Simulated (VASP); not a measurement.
# La3Hf (Fm-3m) in VASP: further runs

La3Hf is run at these levels: PBE; tasks: single point, relaxation of cell and atoms.

Program: VASP 6.6.1. These are calculated values, not measurements. Logs are shortened: lines on timing, memory, paths and dates and some standing lists are left out, and cuts for length are marked.

**1. The cell of the first run**

The structure is cubic, space group Fm-3m (No. 225). The conventional cell has a = 8.010 Å, b = 8.010 Å, c = 8.010 Å, α = 90.00°, β = 90.00°, γ = 90.00°. La (site symmetry -43m) has 10 La at 3.47 to 4.01 Å and 4 Hf at 3.47 Å within 4.6 Å. Within 4.6 Å of La (site symmetry m-3m) lie 8 La at 3.47 Å and 6 Hf at 4.01 Å. Hf (site symmetry m-3m) has 14 La at 3.47 to 4.01 Å within 4.6 Å.

The cell was generated, and may not be a known phase.

**2. Single point, PBE**

INCAR

```
SYSTEM = La3Hf
PREC = Accurate
ENCUT = 520
EDIFF = 1E-6
ISMEAR = 0
SIGMA = 0.1
LREAL = .False.
LASPH = .True.
NELM = 80
ALGO = Fast
ISIF = 2
LWAVE = .False.
LCHARG = .False.
GGA = PE
NBANDS = 30
```

KPOINTS

```
regular mesh
0
Gamma
  10 10 10
  0 0 0
```

POSCAR

```
La3Hf
1.0
    0.0000000000      4.0051745582      4.0051745582
    4.0051745582      0.0000000000      4.0051745582
    4.0051745582      4.0051745582      0.0000000000
La Hf
3 1
Direct
    0.2500000000      0.2500000000      0.2500000000
    0.0000000000      0.0000000000      0.0000000000
    0.7500000000      0.7500000000      0.7500000000
    0.5000000000      0.5000000000      0.5000000000
```

Potentials or basis: VASP PAW PBE potentials, release 64 (La, Hf_pv).

Launch:

```console
$ cat potpaw_PBE.64/La/POTCAR potpaw_PBE.64/Hf_pv/POTCAR > POTCAR
$ mpirun -np 1 vasp_std > vasp.out
```

OUTCAR:

```text
SYSTEM = La3Hf
   PREC = Accurate
   ENCUT = 520
   EDIFF = 1E-6
   ISMEAR = 0
   LREAL = .False.
   LASPH = .True.
   NELM = 80
   ISIF = 2
   GGA = PE

 ion  position               nearest neighbor table
   1  0.250  0.250  0.250-   2 3.47   2 3.47   2 3.47   2 3.47   4 3.47   4 3.47   4 3.47   4 3.47

   2  0.000  0.000  0.000-   3 3.47   3 3.47   3 3.47   1 3.47   3 3.47   1 3.47   1 3.47   1 3.47

   3  0.750  0.750  0.750-   4 3.47   4 3.47   4 3.47   2 3.47   4 3.47   2 3.47   2 3.47   2 3.47

   4  0.500  0.500  0.500-   1 3.47   1 3.47   1 3.47   1 3.47   3 3.47   3 3.47   3 3.47   3 3.47

  LATTYP: Found a face centered cubic cell.
 ALAT       =     8.0103491164

  Lattice vectors:

 A1 = (   0.0000000000,   4.0051745582,   4.0051745582)
 A2 = (   4.0051745582,   0.0000000000,   4.0051745582)
 A3 = (   4.0051745582,   4.0051745582,   0.0000000000)

Analysis of symmetry for initial positions (statically):
=====================================================================
 Subroutine PRICEL returns:
 Original cell was already a primitive cell.

 Routine SETGRP: Setting up the symmetry group for a
 face centered cubic supercell.

 Subroutine GETGRP returns: Found 48 space group operations
 (whereof 48 operations were pure point group operations)
 out of a pool of 48 trial point group operations.

The static configuration has the point symmetry O_h .

Analysis of symmetry for dynamics (positions and initial velocities):
=====================================================================
 Subroutine PRICEL returns:
 Original cell was already a primitive cell.

 Routine SETGRP: Setting up the symmetry group for a
 face centered cubic supercell.

 Subroutine GETGRP returns: Found 48 space group operations
 (whereof 48 operations were pure point group operations)
 out of a pool of 48 trial point group operations.

The dynamic configuration has the point symmetry O_h .

 Subroutine INISYM returns: Found 48 space group operations
 (whereof 48 operations are pure point group operations),
 and found     1 'primitive' translations

----------------------------------------------------------------------------------------

                                     Primitive cell

  volume of cell :     128.4974

  direct lattice vectors                    reciprocal lattice vectors
[... 90 lines left out ...]
   NELM   =     80;   NELMIN=  2; NELMDL= -5     # of ELM steps
   EDIFF  = 0.1E-05   stopping-criterion for ELM
   LREAL  =      F    real-space projection
   EDIFFG = 0.1E-04   stopping-criterion for IOM
   NSW    =      0    number of steps for IOM
   IBRION =     -1    ionic relax: 0-MD 1-quasi-New 2-CG
   NFREE  =      0    steps in history (QN), initial steepest desc. (CG)
   ISIF   =      2    stress and relaxation
   ISYM   =      2    0-nonsym 1-usesym 2-fastsym
   POTIM  = 0.5000    time-step for ionic-motion
   TEBEG  =    0.0;   TEEND  =   0.0 temperature during run
   PSTRESS=    0.0 pullay stress
   NELECT =      43.0000    total number of electrons
   NUPDOWN=      -1.0000    fix difference up-down
   EMIN   =  10.00;   EMAX   =-10.00  energy-range for DOS
   EFERMI =   0.00;   METHOD = LEGACY
   ISMEAR =     0;   SIGMA  =   0.10  broadening in eV -4-tet -1-fermi 0-gaus
   EFERMI_NEDOS =   21; number of points for ismear=-14 and -15
   IALGO  =     68    algorithm
   IMIX   =      4    mixing-type and parameters
     AMIX     =   0.40;   BMIX     =  1.00
     AMIX_MAG =   1.60;   BMIX_MAG =  1.00
  volume/ion in A,a.u.               =      32.12       216.79
  Fermi-wavevector in a.u.,A,eV,Ry     =   1.136579  2.147822 17.576159  1.291811
  Thomas-Fermi vector in A             =   2.273284
   LORBIT       =      0    0 simple, 1 ext, 2 COOP (PROOUT), +10 PAW based schemes
   GGA     = PE    functional components
   LHFCALC =     F    Hartree Fock is set to
   AEXX    =    0.0000 exact exchange contribution
   IVDW    =     0    specifies the selected vdW correction
   LEPSILON=     F    determine dielectric tensor
   LRPA    =     F    only Hartree local field effects (RPA)
 non-spin polarized calculation
 RMM-DIIS sequential band-by-band and
 Gauss-broadening in eV      SIGMA  =   0.10
  energy-cutoff  :      520.00
  volume of cell :      128.50
 maximum number of plane-waves:      3495
   NGX = 21   NGY = 21   NGZ = 21

 number of electron      43.0000004 magnetization

 Free energy of the ion-electron system (eV)
  ---------------------------------------------------
  ext. energy  EPLUGINS =         0.00000000
  ---------------------------------------------------
  free energy    TOTEN  =       -23.38902506 eV

  energy without entropy =      -23.34277361  energy(sigma->0) =      -23.36589933

 E-fermi :   7.6364     XC(G=0): -10.0541

 val. band max:        7.6331510421   @ k =  -0.3000   0.4000   0.2000
 cond. band min:       7.6383386432   @ k =  -0.4000   0.4000   0.0000
 fundamental gap:      0.0051876012
 Fermi energy:         7.6363933640

 k-point     1 :       0.0000    0.0000    0.0000
  band No.  band energies     occupation
      1     -25.0613      2.00000
      2     -24.6122      2.00000
      3     -24.5755      2.00000
      4     -23.3537      2.00000
      5     -23.3537      2.00000
      6     -23.3537      2.00000
[... 781 lines left out ...]
     29       9.5260      0.00000
     30       9.6321      0.00000

 [... further k-points ...]

------------------------ aborting loop because EDIFF is reached ----------------------------------------

  FORCE on cell =-STRESS in cart. coord.  units (eV):
  Direction    XX          YY          ZZ          XY          YZ          ZX
  --------------------------------------------------------------------------------------
  -------------------------------------------------------------------------------------
  Total       -0.0134563     -0.0134563     -0.0134563      0.0000000      0.0000000      0.0000000
  in kB       -0.1677804     -0.1677804     -0.1677804      0.0000000      0.0000000      0.0000000
  external PRESSURE =      -0.1677804 kB  Pullay stress =       0.0000000 kB

 VOLUME and BASIS-vectors are now :
 -----------------------------------------------------------------------------
  energy-cutoff  :      520.00
  volume of cell :      128.50
      direct lattice vectors                 reciprocal lattice vectors
     0.000000000  4.005174558  4.005174558    -0.124838504  0.124838504  0.124838504
     4.005174558  0.000000000  4.005174558     0.124838504 -0.124838504  0.124838504
     4.005174558  4.005174558  0.000000000     0.124838504  0.124838504 -0.124838504

 POSITION                                       TOTAL-FORCE (eV/Angst)
 -----------------------------------------------------------------------------------
      2.00259      2.00259      2.00259        -0.000000     -0.000000     -0.000000
      0.00000      0.00000      0.00000        -0.000000      0.000000     -0.000000
      6.00776      6.00776      6.00776         0.000000      0.000000      0.000000
      4.00517      4.00517      4.00517        -0.000000      0.000000     -0.000000
 -----------------------------------------------------------------------------------
    total drift:                               -0.000000     -0.000000      0.000000

  FREE ENERGIE OF THE ION-ELECTRON SYSTEM (eV)
  ---------------------------------------------------
  free  energy   TOTEN  =       -23.3890250557 eV

  energy  without entropy=      -23.3427736096  energy(sigma->0) =      -23.36589933
```

OSZICAR:

```text
N       E                     dE             d eps       ncg     rms          rms(c)
DAV:   1     0.538777879076E+03    0.53878E+03   -0.15112E+04  2852   0.193E+03
DAV:   2     0.754496009958E+02   -0.46333E+03   -0.45189E+03  3892   0.408E+02
DAV:   3    -0.132088204269E+02   -0.88658E+02   -0.86614E+02  4572   0.198E+02
[... 41 lines left out ...]
RMM:  45    -0.233890207175E+02   -0.11500E-05   -0.12251E-05  2817   0.286E-02    0.822E-04
RMM:  46    -0.233890219943E+02   -0.12768E-05   -0.13472E-05  2760   0.290E-02    0.893E-04
RMM:  47    -0.233890230088E+02   -0.10145E-05   -0.10808E-05  2718   0.297E-02    0.974E-04
RMM:  48    -0.233890241538E+02   -0.11450E-05   -0.12172E-05  2680   0.301E-02    0.106E-03
RMM:  49    -0.233890250557E+02   -0.90188E-06   -0.96623E-06  2629   0.311E-02
   1 F= -.23389025E+02 E0= -.23365899E+02  d E =-.462514E-01
```

It took 8.4 min on 1 thread of Intel Xeon 6975P-C (Granite Rapids), shared host; peak memory 0.38 GiB.

What came out:

```
Free energy            : -23.3890 eV
Pressure               : 0.0 GPa
Band gap on the k mesh : zero (an odd number of electrons rules out a gap without spin polarisation)
```

Caveat: spin-orbit coupling is left out, which moves the levels of the heavy elements.

**3. Relaxation of cell and atoms, PBE**

This run uses another cell than the first one, of 31.65 Å³/atom.

INCAR

```
PREC     = Accurate       # precision mode
ENCUT    = 600            # plane-wave cutoff, eV
EDIFF    = 1E-6           # SCF threshold, eV
ISMEAR   = 0              # smearing method
SIGMA    = 0.1            # smearing width, eV
LREAL    = F              # projectors in reciprocal space
LASPH    = T              # aspherical terms in the spheres
NELM     = 100            # most SCF steps
ALGO     = Fast           # electronic algorithm
ISIF     = 3              # what is computed and relaxed
LWAVE    = F              # write WAVECAR
LCHARG   = F              # write CHGCAR
GGA      = PE             # functional
IBRION   = 2              # ionic algorithm
NSW      = 100            # ionic steps
EDIFFG   = -0.01          # ionic threshold
```

KPOINTS

```
regular mesh
0
Gamma
  10 10 10
```

POSCAR

```
La3Hf
1.0
    0.0000000000      3.9854828029      3.9854828029
    3.9854828029      0.0000000000      3.9854828029
    3.9854828029      3.9854828029      0.0000000000
La Hf
3 1
Direct
    0.2500000000      0.2500000000      0.2500000000
    0.0000000000      0.0000000000      0.0000000000
    0.7500000000      0.7500000000      0.7500000000
    0.5000000000      0.5000000000      0.5000000000
```

Potentials or basis: VASP PAW PBE potentials, release 64 (La, Hf_pv).

Launch:

```console
$ cat potpaw_PBE.64/La/POTCAR potpaw_PBE.64/Hf_pv/POTCAR > POTCAR
$ mpirun -np 1 vasp_std > vasp.out
```

It took 23 min on 1 thread of Intel Xeon 6975P-C (Granite Rapids), shared host; peak memory 0.48 GiB.

Results (log left out):

| Item | Value |
| --- | --- |
| Free energy | -23.3912 eV |
| Relaxed volume | 32.11 Å³/atom |
| Relaxed cell | a = 5.663 Å, b = 5.663 Å, c = 5.663 Å, α = 60.00°, β = 60.00°, γ = 60.00° |
| Space group after relaxing (to 0.1 Å) | Fm-3m (No. 225) |
| Energy gained by relaxing | 0.8 meV/atom |
| Ionic steps | 3 |
| Pressure after relaxing | 0.0 GPa |
| Band gap on the k mesh | zero (an odd number of electrons rules out a gap without spin polarisation) |

Step by step:
| step | energy change (eV) | largest force (eV/Å) | pressure (GPa) | volume (Å³) |
| --- | --- | --- | --- | --- |
| 1 | 0.0000 | 0.0000 | 0.55 | 126.61 |
| 2 | -0.0033 | 0.0000 | -0.06 | 128.62 |
| 3 | -0.0033 | 0.0000 | 0.00 | 128.45 |

Final structure:
```cif
data_structure
_symmetry_space_group_name_H-M 'P 1'
_symmetry_Int_Tables_number 1
_cell_length_a 5.6635
_cell_length_b 5.6635
_cell_length_c 5.6635
_cell_angle_alpha 60.000
_cell_angle_beta 60.000
_cell_angle_gamma 60.000
_cell_volume 128.45
loop_
_atom_site_label
_atom_site_type_symbol
_atom_site_fract_x
_atom_site_fract_y
_atom_site_fract_z
_atom_site_occupancy
La1 La 0.25000 0.25000 0.25000 1
La2 La 0.00000 0.00000 0.00000 1
La3 La 0.75000 0.75000 0.75000 1
Hf1 Hf 0.50000 0.50000 0.50000 1
```

Levels at points of the mesh, in eV from the Fermi level:
```
           k point  band 20  band 21  band 22  band 23  band 24  band 25
(0.00, 0.00, 0.00)    -0.16    -0.16     0.64     0.64     0.64     1.87
(0.50, 0.00, 0.00)    -0.25    -0.16    -0.16     0.01     0.04     0.04
(0.50, 0.50, 0.00)    -0.50    -0.29    -0.29    -0.15     1.02     1.02
```

Caveat: the highest band is partly filled, so the run has too few bands; spin-orbit coupling is left out, which moves the levels of the heavy elements.
